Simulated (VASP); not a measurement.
Crystal: Cs2BaP2.

```
Cs Ba P
1.0
     5.15067    0.00000    0.00000
    -2.57533    4.46061    0.00000
     0.00000    0.00000    8.25816
Cs Ba P
2 1 2
Direct
  0.33333 0.66667 0.36944
  0.66667 0.33333 0.63056
  0.00000 0.00000 0.00000
  0.33333 0.66667 0.76793
  0.66667 0.33333 0.23207
```

* Program: VASP 6.6.1
* Task: relaxation of cell and atoms
* Functional: PBE
* Potentials or basis: VASP PAW PBE potentials, release 64 (Cs_sv, Ba_sv, P)
* Cutoff: 600 eV
* k mesh: 6 × 6 × 2
* Occupations: gaussian, width 0.1 eV
* Spin: no spin polarisation

At the start: pressure 3.1 GPa; volume 37.95 Å³/atom.

Problem. How do energy, volume and symmetry change on relaxing?

Solution. Over 14 steps the energy falls by 196.1 meV/atom and the volume is 42.72 Å³/atom (+12.6 %); space group P-3m1 (No. 164, to 0.1 Å) before and after.

Step by step:
| step | energy change (eV) | largest force (eV/Å) | pressure (GPa) | volume (Å³) |
| --- | --- | --- | --- | --- |
| 1 | 0.0000 | 1.2339 | 3.10 | 189.73 |
| 2 | -0.3486 | 0.9330 | 0.48 | 210.59 |
| 3 | -0.4035 | 0.7811 | -0.73 | 225.48 |
| 4 | -0.5000 | 0.7182 | -0.66 | 223.30 |
| 5 | -0.7350 | 0.4948 | -0.40 | 216.83 |
| 6 | -0.8873 | 0.3362 | 0.60 | 204.22 |
| 7 | -0.8971 | 0.2961 | 0.32 | 206.90 |
| 8 | -0.9311 | 0.2751 | -0.22 | 212.72 |
| 9 | -0.9369 | 0.2646 | -0.51 | 216.37 |
| 10 | -0.9585 | 0.1946 | -0.33 | 214.46 |
| 11 | -0.9741 | 0.0833 | 0.08 | 210.76 |
| 12 | -0.9742 | 0.0816 | 0.06 | 210.97 |
| 13 | -0.9765 | 0.0622 | 0.04 | 211.63 |
| 14 | -0.9805 | 0.0165 | -0.01 | 213.61 |

Final structure:
```xyz
5
Lattice="5.3846 0.0000 0.0000 -2.6923 4.6632 0.0000 0.0000 0.0000 8.5073" Properties=species:S:1:pos:R:3 pbc="T T T"
Cs    0.0000    3.1088    2.8398
Cs    2.6923    1.5544    5.6675
Ba    0.0000    0.0000    0.0000
P     0.0000    3.1088    7.2173
P     2.6923    1.5544    1.2900
```

Caveat: the k points lie up to 0.37 Å⁻¹ apart in the final cell.
